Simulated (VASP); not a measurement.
A run of VASP 6.6.1 is set up as follows.

Contents of INCAR:

```
PREC = Accurate ; ENCUT = 520
EDIFF = 1E-6 ; ISMEAR = -1
SIGMA = 0.05 ; LREAL = False
LASPH = True ; NELM = 100
ALGO = Normal ; ISIF = 2
LWAVE = False ; LCHARG = True
GGA = RP ; LELF = True
LVHAR = True ; NBANDS = 10
```

KPOINTS

```
regular mesh
0
Gamma
  9 9 9
```

POSCAR

```
I
1.0
    0.0000000000      2.3072667389      5.7186187293
    2.3332234538      0.0000000000      5.7186187293
    2.3332234538      2.3072667389      0.0000000000
I
1
Direct
    0.0000000000      0.0000000000      0.0000000000
```

Potentials or basis: VASP PAW PBE potentials, release 64 (I).

Command:

```sh
$ cat potpaw_PBE.64/I/POTCAR > POTCAR
$ mpirun -np 1 vasp_std > vasp.out
```

Predict the pressure.

0.0 GPa.

Estimate the band gap on the k mesh.

zero (an odd number of electrons rules out a gap without spin polarisation).

Caveat: the PAW data sets were made with another functional, which shifts forces and pressure a little; spin-orbit coupling is left out, which moves the levels of the heavy elements; an odd number of electrons without spin polarisation forces a metal; a magnetic or distorted state may lie lower.
